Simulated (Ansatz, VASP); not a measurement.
# WS2: VASP beside Ansatz

INCAR

```
ALGO = Normal
EDIFF = 1E-6
ENCUT = 520
GGA = PE
ISIF = 2
ISMEAR = 0
IVDW = 12
LASPH = T
LCHARG = F
LREAL = F
LWAVE = F
NBANDS = 35
NELM = 60
PREC = Accurate
SIGMA = 0.05
```

KPOINTS

```
k-points
0
Gamma
  12 12 4
```

Contents of POSCAR:

```
WS2
1.0
    2.9682218297      0.0000000000      0.0000000000
   -1.4841109149      2.5705555086      0.0000000000
    0.0000000000      0.0000000000     13.7089052851
W S
2 4
Direct
    0.3333333333      0.6666666667      0.2500000000
    0.6666666667      0.3333333333      0.7500000000
    0.3333333333      0.6666666667      0.6202873801
    0.6666666667      0.3333333333      0.1202873801
    0.3333333333      0.6666666667      0.8797126199
    0.6666666667      0.3333333333      0.3797126199
```

Input for Ansatz:

```yaml
crystal:
  lattice:
    - [2.9682218297, 0.0, 0.0]
    - [-1.4841109149, 2.5705555086, 0.0]
    - [0.0, 0.0, 13.7089052851]
  atoms:
    - { symbol: W, position: [0.3333333333, 0.6666666667, 0.25] }
    - { symbol: W, position: [0.6666666667, 0.3333333333, 0.75] }
    - { symbol: S, position: [0.3333333333, 0.6666666667, 0.6202873801] }
    - { symbol: S, position: [0.6666666667, 0.3333333333, 0.1202873801] }
    - { symbol: S, position: [0.3333333333, 0.6666666667, 0.8797126199] }
    - { symbol: S, position: [0.6666666667, 0.3333333333, 0.3797126199] }
basis:
  ecutwfc: 420
kpoints:
  mp_grid: { grid: [12, 12, 4] }
hamiltonian:
  xc: pbe
  dispersion: d3bj
scf:
  occupations: { method: gaussian, width: 0.05 }
output:
  forces: true
  stress: true
  eigenvalues: true
```

Alike in both runs: task single point; functional PBE; dispersion D3(BJ); k mesh 12 × 12 × 4; occupations gaussian, width 0.05 eV; no spin polarisation.

```csv
,VASP,Ansatz
version,VASP 6.6.1,Ansatz 0.2.0
potentials or method,"VASP PAW PBE potentials, release 64 (W_sv, S), cutoff 520 eV","scalar-relativistic, plane waves, PAW"
valence electrons in the cell,52,52
```

Ansatz gave:

| Quantity | Value |
| --- | --- |
| gap on the k mesh at the Fermi level (eV) | 0.75 |
| least direct gap on the mesh (eV) | 1.30 |
| pressure (GPa) | -0.7 |
| traceless stress, the component that is largest in VASP (GPa) | -25.83 |
| rms of the force components (eV/Å) | 1.033 |

Task: Which values does VASP return?

Result: gap on the k mesh at the Fermi level (eV): 0.75; least direct gap on the mesh (eV): 1.31; pressure (GPa): -0.7; traceless stress, the component that is largest in VASP (GPa): -25.89; rms of the force components (eV/Å): 1.032.

Atom by atom the forces differ by 0.001 eV/Å (rms over components).

Spin-orbit coupling is off throughout.
